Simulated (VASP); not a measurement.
The system is KGe2.

```
K Ge
1.0
     2.04769   -3.99733    0.00000
     2.04769    3.99733    0.00000
     0.00000    0.00000    5.19640
K Ge
1 2
Direct
  0.00000 0.00000 0.00000
  0.65946 0.34054 0.50000
  0.34054 0.65946 0.50000
```

* Program: VASP 6.6.1
* Task: relaxation of cell and atoms
* Functional: PBE
* Dispersion: D3(BJ)
* Potentials or basis: VASP PAW PBE potentials, release 64 (K_sv, Ge_d)
* Cutoff: 600 eV
* k mesh: 6 × 6 × 4
* Occupations: gaussian, width 0.1 eV
* Spin: no spin polarisation

At the start: pressure -0.3 GPa; volume 28.36 Å³/atom.

Question: How do energy, volume and symmetry change on relaxing?

Answer: Over 4 steps the energy falls by 4.5 meV/atom and the volume is 28.17 Å³/atom (-0.6 %); space group Cmmm (No. 65, to 0.05 Å).

The path:
```tsv
step	energy change (eV)	largest force (eV/Å)	pressure (GPa)	volume (Å³)
1	0.0000	0.1707	-0.33	85.07
2	-0.0115	0.0699	0.02	84.35
3	-0.0129	0.0211	0.24	84.01
4	-0.0135	0.0037	0.07	84.52
```

Final structure:
```cif
data_structure
_symmetry_space_group_name_H-M 'P 1'
_symmetry_Int_Tables_number 1
_cell_length_a 4.4256
_cell_length_b 4.4256
_cell_length_c 5.2308
_cell_angle_alpha 90.000
_cell_angle_beta 90.000
_cell_angle_gamma 124.413
_cell_volume 84.52
loop_
_atom_site_label
_atom_site_type_symbol
_atom_site_fract_x
_atom_site_fract_y
_atom_site_fract_z
_atom_site_occupancy
K1 K 0.00000 0.00000 0.00000 1
Ge1 Ge 0.66118 0.33882 0.50000 1
Ge2 Ge 0.33882 0.66118 0.50000 1
```

Caveat: pairwise dispersion overbinds metals, which lowers pressure and volume.
